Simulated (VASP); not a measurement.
Set up this calculation in VASP 6.6.1, as the native input.

* Task: single point
* Functional: PBE
* Potentials or basis: VASP PAW PBE potentials, release 64 (Ca_sv)
* Cutoff: 520 eV
* k mesh: 10 × 10 × 10
* Occupations: gaussian, width 0.1 eV
* Spin: no spin polarisation
* Dipole correction: no
* Further INCAR settings: ALGO = Fast; EDIFF = 1e-06; NBANDS = 22

The structure of Ca lies in POSCAR:

```
Ca
1.0
   -3.0645355520      3.0645355520      4.2149097741
    3.0645355520     -3.0645355520      4.2149097741
    3.0645355520      3.0645355520     -4.2149097741
Ca
3
Direct
    0.7500000000      0.2500000000      0.5000000000
    0.2500000000      0.7500000000      0.5000000000
    0.0000000000      0.0000000000      0.0000000000
```

The cell was built from a structure type or drawn by symmetry, and may not be a known phase.

The input as run:

INCAR

```
ALGO = Fast
EDIFF = 1E-6
ENCUT = 520
GGA = PE
ISIF = 2
ISMEAR = 0
LASPH = True
LCHARG = False
LREAL = False
LWAVE = False
NBANDS = 22
NELM = 100
PREC = Accurate
SIGMA = 0.1
```

KPOINTS

```
k-points
0
Gamma
  10 10 10
```

Potentials or basis: VASP PAW PBE potentials, release 64 (Ca_sv).

The run is started by

```sh
$ cat potpaw_PBE.64/Ca_sv/POTCAR > POTCAR
$ mpirun -np 1 vasp_std > vasp.out
```

Results of the run:

The pressure is 0.0 GPa. The band gap on the k mesh is zero (bands 15 and 16 overlap by 0.98 eV).

It took 6.8 min on 1 thread of Intel(R) Xeon(R) Platinum 8488C (Sapphire Rapids), on a shared host, peak memory 0.5 GiB.
